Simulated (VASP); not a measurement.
Wanted: the native input for a VASP 6.6.1 run.

| Item | Value |
| --- | --- |
| Task | single point |
| Functional | PBE |
| Dispersion | D3(BJ) |
| Potentials or basis | VASP PAW PBE potentials, release 64 (Te, Bi_d) |
| Cutoff | 520 eV |
| k mesh | 6 × 6 × 1 |
| Occupations | gaussian, width 0.02 eV |
| Spin | no spin polarisation |
| Dipole correction | yes |
| Further INCAR settings | ALGO = Normal; EDIFF = 1e-06; NBANDS = 32 |

The structure of Bi2Te3 lies in POSCAR:

```
Bi2Te3
1.0
    4.5672253519      0.0000000000      0.0000000000
   -2.2836126759      3.7669839805      0.0000000000
    0.0000000000      0.0000000000     41.0301607706
Te Bi
3 2
Direct
   -0.0117123503     -0.0234247007      0.4100165562
    0.6666666667      0.3333333333      0.5000000000
    0.3450456837      0.6900913674      0.5899834438
    0.3269405078      0.6538810156      0.4512725239
    0.0063928255      0.0127856510      0.5487274761
```

This cell differs from its parent crystal: strain along x +0.050, then relaxed in part.

The input as run:

INCAR

```
SYSTEM = Bi2Te3
PREC = Accurate ; ENCUT = 520
EDIFF = 1E-6 ; ISMEAR = 0
SIGMA = 0.02 ; LREAL = .FALSE.
LASPH = .TRUE. ; NELM = 60
ALGO = Normal ; ISIF = 2
LWAVE = .FALSE. ; LCHARG = .FALSE.
LDIPOL = .TRUE. ; IDIPOL = 3
DIPOL = 0.5 0.5 0.500 ; GGA = PE
IVDW = 12 ; NBANDS = 32
```

KPOINTS

```
regular mesh
0
G
  6 6 1
  0 0 0
```

Potentials or basis: VASP PAW PBE potentials, release 64 (Te, Bi_d).

Run with:

```bash
$ cat potpaw_PBE.64/Te/POTCAR potpaw_PBE.64/Bi_d/POTCAR > POTCAR
$ mpirun -np 1 vasp_std > vasp.out
```

Results of the run:

```json
{"Largest force": "0.009 eV/Å", "Band gap on the k mesh": "0.79 eV, indirect (least direct gap 1.02 eV)", "Dispersion energy per atom": "-0.345 eV"}
```

Caveat: the cell differs from its parent crystal (strain along x +0.050, then relaxed in part); spin-orbit coupling is left out, which moves the levels of the heavy elements.

Wall time 12 min on 1 thread of Intel Xeon 6975P-C (shared host), peak memory 0.97 GiB.
